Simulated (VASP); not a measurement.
Crystal: SiC.

```
CELL_PARAMETERS angstrom
0.00880 2.17596 2.17596
2.17596 0.00880 2.17596
2.17596 2.17596 0.00880
ATOMIC_POSITIONS crystal
Si 0.00018 0.00018 0.00018
C 0.24982 0.24982 0.24982
```

This cell differs from its parent crystal: epitaxial 111 strain -0.5%.

Base run:

* Program: VASP 6.6.1
* Functional: PBE
* Potentials or basis: VASP PAW PBE potentials, release 64 (Si, C)
* Cutoff: 520 eV
* k mesh: 10 × 10 × 10
* Occupations: fermi-dirac, width 0.02 eV
* Spin: no spin polarisation

Its results: band gap on the k mesh 1.33 eV, indirect (least direct gap 4.52 eV); pressure 5.6 GPa.

Task: The run is repeated on the same cell with these changes: functional from PBE to r2SCAN; occupations from fermi-dirac, width 0.02 eV to gaussian, width 0.01 eV. What comes out?

Result: Band gap on the k mesh 1.70 eV, indirect (least direct gap 5.03 eV); pressure 1.9 GPa.

Caveats: the PAW data sets were made with another functional, which shifts forces and pressure a little (some runs).

A k mesh can miss the band edges.
